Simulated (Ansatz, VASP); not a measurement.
Two plane-wave programs on Y2Si3O

File INCAR:

```
SYSTEM = Y2Si3O
PREC = Accurate ; ENCUT = 600
EDIFF = 1E-6 ; ISMEAR = 0
SIGMA = 0.1 ; LREAL = .FALSE.
LASPH = .TRUE. ; NELM = 80
ALGO = Normal ; ISIF = 3
LWAVE = .FALSE. ; LCHARG = .FALSE.
GGA = PE ; IBRION = 2
NSW = 100 ; EDIFFG = -0.01
```

The input KPOINTS:

```
Automatic mesh
0
G
  12 12 6
  0 0 0
```

The input POSCAR:

```
Y2Si3O
1.0
    3.9797326044      0.0000000000      0.0000000000
   -1.9898663022      3.4465495357      0.0000000000
    0.0000000000      0.0000000000      7.7926151668
Y Si O
2 3 1
Direct
    0.3333333333      0.6666666667      0.2451195178
    0.3333333333      0.6666666667      0.7548804822
    0.6666666667      0.3333333333      0.5000000000
    0.0000000000      0.0000000000      0.0000000000
    0.0000000000      0.0000000000      0.5000000000
    0.6666666667      0.3333333333      0.0000000000
```

Input for Ansatz:

```yaml
crystal:
  lattice:
    - [3.9797326044, 0.0, 0.0]
    - [-1.9898663022, 3.4465495357, 0.0]
    - [0.0, 0.0, 7.7926151668]
  atoms:
    - { symbol: "Y", position: [0.3333333333, 0.6666666667, 0.2451195178] }
    - { symbol: "Y", position: [0.3333333333, 0.6666666667, 0.7548804822] }
    - { symbol: Si, position: [0.6666666667, 0.3333333333, 0.5] }
    - { symbol: Si, position: [0.0, 0.0, 0.0] }
    - { symbol: Si, position: [0.0, 0.0, 0.5] }
    - { symbol: O, position: [0.6666666667, 0.3333333333, 0.0] }
basis:
  ecutwfc: 420
kpoints:
  mp_grid: { grid: [12, 12, 6] }
hamiltonian:
  xc: pbe
scf:
  occupations: { method: gaussian, width: 0.1 }
output:
  forces: true
  stress: true
  eigenvalues: true
relax:
  adjacent_minimum: "off"
  f_tol: 0.01
  max_steps: 80
  cell: { stress_tol: 0.05 }
```

Change from the starting cell: species swapped into the Sr2Al3Ge type (P-6m2, No. 187).

Alike in both runs: task relaxation of cell and atoms; functional PBE; k mesh 12 × 12 × 6; occupations gaussian, width 0.1 eV; no spin polarisation.

```csv
,VASP,Ansatz
version,VASP 6.6.1,Ansatz 0.2.0
potentials or method,"VASP PAW PBE potentials, release 64 (Y_sv, Si, O), cutoff 600 eV","scalar-relativistic, plane waves, PAW"
valence electrons in the cell,40,40
```

```tsv
	VASP	Ansatz	Ansatz less VASP
gap on the k mesh at the Fermi level, each at its own relaxed structure (eV)	none	none	-
relaxed volume (Å³/atom)	17.79	17.81	+0.024
relaxed cell length with the largest relative difference (Å)	7.851	7.857	+0.0064
```

A gap of «none» marks a metal or a gap that the smearing closes.
